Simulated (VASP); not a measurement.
# GeSb4Te7 (P-3m1) in VASP: further runs

GeSb4Te7 is run at these levels: r2SCAN; tasks: single point.

Everything below comes from runs of VASP 6.6.1. Logs are shortened: lines on timing, memory, paths and dates and some standing lists are left out, and cuts for length are marked.

## (1) The cell of the first run

Symmetry: P-3m1, No. 164, trigonal system. The conventional cell has a = 4.287 Å, b = 4.287 Å, c = 24.880 Å, α = 90.00°, β = 90.00°, γ = 120.00°. Ge (site symmetry -3m) has 6 Te at 2.99 Å within 3.9 Å. Within 4.0 Å of Sb (site symmetry 3m) lie 6 Te at 3.00 to 3.18 Å. Within 3.9 Å of Sb (site symmetry 3m) lie 6 Te at 3.00 to 3.19 Å. Te (site symmetry 3m) has 3 Sb at 3.00 Å within 4.0 Å. Te (site symmetry 3m) has 3 Sb at 3.00 Å within 3.9 Å. Within 3.9 Å of Te (site symmetry 3m) lie 3 Ge at 2.99 Å and 3 Sb at 3.19 Å. Te (site symmetry -3m) has 6 Sb at 3.18 Å within 4.2 Å.

## (2) Single point, r2SCAN

The input, POSCAR:

```
GeSb4Te7
1.0
    4.2868968551      0.0000000000      0.0000000000
   -2.1434484276      3.7125615799      0.0000000000
    0.0000000000      0.0000000000     24.8799299641
Ge Sb Te
1 4 7
Direct
    0.0000000000      0.0000000000      0.5000000000
    0.6666666667      0.3333333333      0.9199652835
    0.3333333333      0.6666666667      0.3510958847
    0.3333333333      0.6666666667      0.0800347165
    0.6666666667      0.3333333333      0.6489041153
    0.3333333333      0.6666666667      0.8516142644
    0.6666666667      0.3333333333      0.1483857356
    0.0000000000      0.0000000000      0.7167626973
    0.6666666667      0.3333333333      0.4322657189
    0.3333333333      0.6666666667      0.5677342811
    0.0000000000      0.0000000000      0.0000000000
    0.0000000000      0.0000000000      0.2832373027
```

The input, INCAR.step1:

```
SYSTEM = GeSb4Te7
ALGO = Normal
EDIFF = 1E-4
ENCUT = 520
GGA = PE
ISMEAR = 0
LASPH = .True.
LCHARG = .False.
LREAL = .False.
LWAVE = .True.
NBANDS = 50
NELM = 80
PREC = Accurate
SIGMA = 0.02
```

The input, INCAR.step2:

```
SYSTEM = GeSb4Te7
ALGO = Normal
EDIFF = 1E-7
ENCUT = 520
ISIF = 2
ISMEAR = 0
ISTART = 1
LASPH = .True.
LCHARG = .False.
LMIXTAU = .True.
LREAL = .False.
LWAVE = .False.
METAGGA = R2SCAN
NBANDS = 50
NELM = 80
PREC = Accurate
SIGMA = 0.02
```

The input, KPOINTS:

```
k-points
0
Gamma
  6 6 2
  0 0 0
```

Potentials or basis: VASP PAW PBE potentials, release 64 (Ge_d, Sb, Te).

On the command line:

```
$ cat potpaw_PBE.64/Ge_d/POTCAR potpaw_PBE.64/Sb/POTCAR potpaw_PBE.64/Te/POTCAR > POTCAR
$ cp INCAR.step1 INCAR
$ mpirun -np 1 vasp_std > vasp.out
$ cp INCAR.step2 INCAR
$ mpirun -np 1 vasp_std > vasp.out
```

OUTCAR:

```text
SYSTEM = GeSb4Te7
   EDIFF = 1E-7
   ENCUT = 520
   ISIF = 2
   ISMEAR = 0
   ISTART = 1
   LASPH = .True.
   LREAL = .False.
   METAGGA = R2SCAN
   NELM = 80
   PREC = Accurate

 ion  position               nearest neighbor table
   1  0.000  0.000  0.500-   9 2.99  10 2.99   9 2.99  10 2.99   9 2.99  10 2.99
   2  0.667  0.333  0.920-   6 3.00   6 3.00   6 3.00  11 3.18  11 3.18  11 3.18
   3  0.333  0.667  0.351-  12 3.00  12 3.00  12 3.00   9 3.19   9 3.19   9 3.19
   4  0.333  0.667  0.080-   7 3.00   7 3.00   7 3.00  11 3.18  11 3.18  11 3.18
   5  0.667  0.333  0.649-   8 3.00   8 3.00   8 3.00  10 3.19  10 3.19  10 3.19
   6  0.333  0.667  0.852-   2 3.00   2 3.00   2 3.00
   7  0.667  0.333  0.148-   4 3.00   4 3.00   4 3.00
   8  0.000  0.000  0.717-   5 3.00   5 3.00   5 3.00
   9  0.667  0.333  0.432-   1 2.99   1 2.99   1 2.99   3 3.19   3 3.19   3 3.19
  10  0.333  0.667  0.568-   1 2.99   1 2.99   1 2.99   5 3.19   5 3.19   5 3.19
  11  0.000  0.000  0.000-   2 3.18   4 3.18   2 3.18   4 3.18   2 3.18   4 3.18
  12  0.000  0.000  0.283-   3 3.00   3 3.00   3 3.00

  LATTYP: Found a hexagonal cell.
 ALAT       =     4.2868968551
 C/A-ratio  =     5.8037155558

  Lattice vectors:

 A1 = (   4.2868968551,   0.0000000000,   0.0000000000)
 A2 = (  -2.1434484276,   3.7125615799,   0.0000000000)
 A3 = (   0.0000000000,   0.0000000000,  24.8799299641)

Analysis of symmetry for initial positions (statically):
=====================================================================
 Subroutine PRICEL returns:
 Original cell was already a primitive cell.

 Routine SETGRP: Setting up the symmetry group for a
 hexagonal supercell.

 Subroutine GETGRP returns: Found 12 space group operations
 (whereof 12 operations were pure point group operations)
 out of a pool of 24 trial point group operations.

The static configuration has the point symmetry D_3d.

Analysis of symmetry for dynamics (positions and initial velocities):
=====================================================================
 Subroutine PRICEL returns:
 Original cell was already a primitive cell.

 Routine SETGRP: Setting up the symmetry group for a
 hexagonal supercell.

 Subroutine GETGRP returns: Found 12 space group operations
 (whereof 12 operations were pure point group operations)
 out of a pool of 24 trial point group operations.

The dynamic configuration has the point symmetry D_3d.

 Subroutine INISYM returns: Found 12 space group operations
[... 116 lines left out ...]
   PSTRESS=    0.0 pullay stress
   NELECT =      76.0000    total number of electrons
   NUPDOWN=      -1.0000    fix difference up-down
   EMIN   =  10.00;   EMAX   =-10.00  energy-range for DOS
   EFERMI =   0.00;   METHOD = LEGACY
   ISMEAR =     0;   SIGMA  =   0.02  broadening in eV -4-tet -1-fermi 0-gaus
   EFERMI_NEDOS =   21; number of points for ismear=-14 and -15
   IALGO  =     38    algorithm
   IMIX   =      4    mixing-type and parameters
     AMIX     =   0.40;   BMIX     =  1.00
     AMIX_MAG =   1.60;   BMIX_MAG =  1.00
  volume/ion in A,a.u.               =      33.00       222.68
  Fermi-wavevector in a.u.,A,eV,Ry     =   0.944331  1.784526 12.133136  0.891760
  Thomas-Fermi vector in A             =   2.072125
   LORBIT       =      0    0 simple, 1 ext, 2 COOP (PROOUT), +10 PAW based schemes
   METAGGA = R2SCAN    functional components
   LHFCALC =     F    Hartree Fock is set to
   AEXX    =    0.0000 exact exchange contribution
   IVDW    =     0    specifies the selected vdW correction
   LEPSILON=     F    determine dielectric tensor
   LRPA    =     F    only Hartree local field effects (RPA)
 non-spin polarized calculation
 Gauss-broadening in eV      SIGMA  =   0.02
  energy-cutoff  :      520.00
  volume of cell :      395.97
 maximum number of plane-waves:     10722
 NGX is ok and might be reduce to    32
   NGX = 15   NGY = 15   NGZ = 93

 number of electron      76.0000012 magnetization

 Free energy of the ion-electron system (eV)
  ---------------------------------------------------
  ext. energy  EPLUGINS =         0.00000000
  ---------------------------------------------------
  free energy    TOTEN  =      -295.97873172 eV

  energy without entropy =     -295.97873172  energy(sigma->0) =     -295.97873172

 E-fermi :   5.7574     XC(G=0):  -9.5227

 val. band max:        5.6114147108   @ k =   0.0000   0.0000   0.5000
 cond. band min:       6.2415915547   @ k =   0.0000   0.0000   0.5000
 fundamental gap:      0.6301768439
 Fermi energy:         5.7573843520

 k-point     1 :       0.0000    0.0000    0.0000
  band No.  band energies     occupation
      1     -19.8614      2.00000
      2     -19.8614      2.00000
      3     -19.8551      2.00000
      4     -19.8506      2.00000
      5     -19.8505      2.00000
      6      -7.8907      2.00000
[... 731 lines left out ...]
     49       9.8090      0.00000
     50       9.8090      0.00000

------------------------ aborting loop because EDIFF is reached ----------------------------------------

  FORCE on cell =-STRESS in cart. coord.  units (eV):
  Direction    XX          YY          ZZ          XY          YZ          ZX
  --------------------------------------------------------------------------------------
  -------------------------------------------------------------------------------------
  Total       -0.0137098     -0.0137098      0.0242177      0.0000000      0.0000000      0.0000000
  in kB       -0.0554721     -0.0554721      0.0979892      0.0000000      0.0000000      0.0000000
  external PRESSURE =      -0.0043183 kB  Pullay stress =       0.0000000 kB

 VOLUME and BASIS-vectors are now :
 -----------------------------------------------------------------------------
  energy-cutoff  :      520.00
  volume of cell :      395.97
      direct lattice vectors                 reciprocal lattice vectors
     4.286896855  0.000000000  0.000000000     0.233268967  0.134677901  0.000000000
    -2.143448428  3.712561580  0.000000000     0.000000000  0.269355802  0.000000000
     0.000000000  0.000000000 24.879929964     0.000000000  0.000000000  0.040193039

 POSITION                                       TOTAL-FORCE (eV/Angst)
 -----------------------------------------------------------------------------------
      0.00000      0.00000     12.43996         0.000000      0.000000      0.000000
      2.14345      1.23752     22.88867        -0.000000     -0.000000      0.030126
     -0.00000      2.47504      8.73524         0.000000      0.000000      0.028064
     -0.00000      2.47504      1.99126        -0.000000      0.000000     -0.030126
      2.14345      1.23752     16.14469         0.000000      0.000000     -0.028064
     -0.00000      2.47504     21.18810        -0.000000      0.000000     -0.021270
      2.14345      1.23752      3.69183         0.000000     -0.000000      0.021270
      0.00000      0.00000     17.83301         0.000000      0.000000      0.019429
      2.14345      1.23752     10.75474        -0.000000      0.000000     -0.006758
     -0.00000      2.47504     14.12519         0.000000     -0.000000      0.006758
      0.00000      0.00000      0.00000         0.000000      0.000000      0.000000
      0.00000      0.00000      7.04692        -0.000000     -0.000000     -0.019429
 -----------------------------------------------------------------------------------
    total drift:                               -0.000000      0.000000      0.000000

  FREE ENERGIE OF THE ION-ELECTRON SYSTEM (eV)
  ---------------------------------------------------
  free  energy   TOTEN  =      -295.9787317192 eV

  energy  without entropy=     -295.9787317192  energy(sigma->0) =     -295.97873172
```

Wall time 37 min (1 thread of Intel Xeon 6975P-C, shared host); peak memory 0.68 GiB.

What came out:

- Free energy: -295.9787 eV
- Pressure: 0.0 GPa
- Largest force: 0.030 eV/Å
- Band gap on the k mesh: 0.63 eV, direct

Forces on the atoms (eV/Å):
```
Ge   0.000  0.000  0.000
Sb   0.000  0.000  0.030
Sb   0.000  0.000  0.028
Sb   0.000  0.000 -0.030
Sb   0.000  0.000 -0.028
Te   0.000  0.000 -0.021
Te   0.000  0.000  0.021
Te   0.000  0.000  0.019
Te   0.000  0.000 -0.007
Te   0.000  0.000  0.007
Te   0.000  0.000  0.000
Te   0.000  0.000 -0.019
```

Caveat: the PAW data sets were made with another functional, which shifts forces and pressure a little; spin-orbit coupling is left out, which moves the levels of the heavy elements. A k mesh can miss the band edges.

## (3) Single point, r2SCAN (volume scaled by 1.06, then relaxed in part)

The input, POSCAR:

```
GeSb4Te7
1.0
    4.3003024910      0.0000000000      0.0000000000
   -2.1501512455      3.7241712012      0.0000000000
    0.0000000000      0.0000000000     26.2085549710
Ge Sb Te
1 4 7
Direct
    0.0000000000      0.0000000000      0.5000000000
    0.6666666667      0.3333333333      0.9237238933
    0.3333333333      0.6666666667      0.3580181765
    0.3333333333      0.6666666667      0.0762761067
    0.6666666667      0.3333333333      0.6419818235
    0.3333333333      0.6666666667      0.8589345201
    0.6666666667      0.3333333333      0.1410654799
    0.0000000000      0.0000000000      0.7062533804
    0.6666666667      0.3333333333      0.4354072991
    0.3333333333      0.6666666667      0.5645927009
    0.0000000000      0.0000000000      0.0000000000
    0.0000000000      0.0000000000      0.2937466196
```

The input, INCAR.step1:

```
SYSTEM = GeSb4Te7
ALGO = Normal ; EDIFF = 1E-4
ENCUT = 520 ; GGA = PE
ISMEAR = 0 ; LASPH = .TRUE.
LCHARG = .FALSE. ; LREAL = .FALSE.
LWAVE = .TRUE. ; NBANDS = 50
NELM = 80 ; PREC = Accurate
SIGMA = 0.02
```

The input, INCAR.step2:

```
SYSTEM = GeSb4Te7
ALGO = Normal ; EDIFF = 1E-6
ENCUT = 520 ; ISIF = 2
ISMEAR = 0 ; ISTART = 1
LASPH = .TRUE. ; LCHARG = .TRUE.
LELF = .TRUE. ; LMIXTAU = .TRUE.
LREAL = .FALSE. ; LVHAR = .TRUE.
LWAVE = .FALSE. ; METAGGA = R2SCAN
NBANDS = 50 ; NELM = 80
PREC = Accurate ; SIGMA = 0.02
```

The input, KPOINTS:

```
k-points
0
G
  6 6 2
  0 0 0
```

Potentials or basis: VASP PAW PBE potentials, release 64 (Ge_d, Sb, Te).

On the command line:

```
$ cat potpaw_PBE.64/Ge_d/POTCAR potpaw_PBE.64/Sb/POTCAR potpaw_PBE.64/Te/POTCAR > POTCAR
$ cp INCAR.step1 INCAR
$ mpirun -np 1 vasp_std > vasp.out
$ cp INCAR.step2 INCAR
$ mpirun -np 1 vasp_std > vasp.out
```

Wall time 18 min (1 thread of Intel Xeon Platinum 8488C (Sapphire Rapids), shared host); peak memory 0.65 GiB.

It converged, with:

```
Free energy            : -295.9241 eV
Pressure               : -0.5 GPa
Largest force          : 0.029 eV/Å
Band gap on the k mesh : 0.85 eV, indirect (least direct gap 0.86 eV)
```

Forces on the atoms (eV/Å):
```
Ge   0.000  0.000  0.000
Sb   0.000  0.000  0.029
Sb   0.000  0.000  0.025
Sb   0.000  0.000 -0.029
Sb   0.000  0.000 -0.025
Te   0.000  0.000 -0.020
Te   0.000  0.000  0.020
Te   0.000  0.000  0.020
Te   0.000  0.000 -0.008
Te   0.000  0.000  0.008
Te   0.000  0.000  0.000
Te   0.000  0.000 -0.020
```

Levels at points of the mesh, in eV from the valence-band top:
| k point | band 35 | band 36 | band 37 | band 38 | band 39 | band 40 | band 41 | band 42 |
| --- | --- | --- | --- | --- | --- | --- | --- | --- |
| (0.00, 0.00, 0.00) | -0.87 | -0.65 | -0.12 | -0.09 | 0.86 | 0.99 | 0.99 | 1.01 |
| (0.50, 0.00, 0.00) | -1.11 | -1.05 | -0.81 | -0.53 | 1.22 | 1.23 | 1.59 | 1.82 |
| (0.00, 0.00, 0.50) | -0.87 | -0.45 | -0.30 | -0.01 | 0.85 | 0.99 | 0.99 | 1.02 |
| (0.50, 0.00, 0.50) | -1.12 | -1.04 | -0.83 | -0.47 | 1.11 | 1.30 | 1.57 | 1.66 |

Caveat: the PAW data sets were made with another functional, which shifts forces and pressure a little; spin-orbit coupling is left out, which moves the levels of the heavy elements. A k mesh can miss the band edges.
